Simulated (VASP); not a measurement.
A run of VASP 6.6.1:

INCAR

```
PREC = Accurate ; ENCUT = 520
EDIFF = 1E-6 ; ISMEAR = 0
SIGMA = 0.1 ; LREAL = F
LASPH = T ; NELM = 100
ALGO = Fast ; ISIF = 2
LWAVE = F ; LCHARG = F
GGA = PE ; NBANDS = 22
```

The input KPOINTS:

```
Automatic mesh
0
Gamma
  14 14 14
```

Contents of POSCAR:

```
SbO4
1.0
   -1.9679578153      1.9679578153      4.5050099330
    1.9679578153     -1.9679578153      4.5050099330
    1.9679578153      1.9679578153     -4.5050099330
Sb O
1 4
Direct
    0.0000000000      0.0000000000      0.0000000000
    0.7804627572      0.7804627572      0.0000000000
    0.5000000000      0.0000000000      0.5000000000
    0.0000000000      0.5000000000      0.5000000000
    0.2195372428      0.2195372428      0.0000000000
```

Potentials or basis: VASP PAW PBE potentials, release 64 (Sb, O).

Command:

```sh
$ cat potpaw_PBE.64/Sb/POTCAR potpaw_PBE.64/O/POTCAR > POTCAR
$ mpirun -np 1 vasp_std > vasp.out
```

Hardware: 1 thread of Oxide Virtual Turin-like Processor (shared host).

Problem. How long does it take, and how much memory?

Solution. Wall time 8.9 min on 1 thread of Oxide Virtual Turin-like Processor, with other jobs on the host, peak memory 0.44 GiB. Counts: scf iterations 16, k points 244.
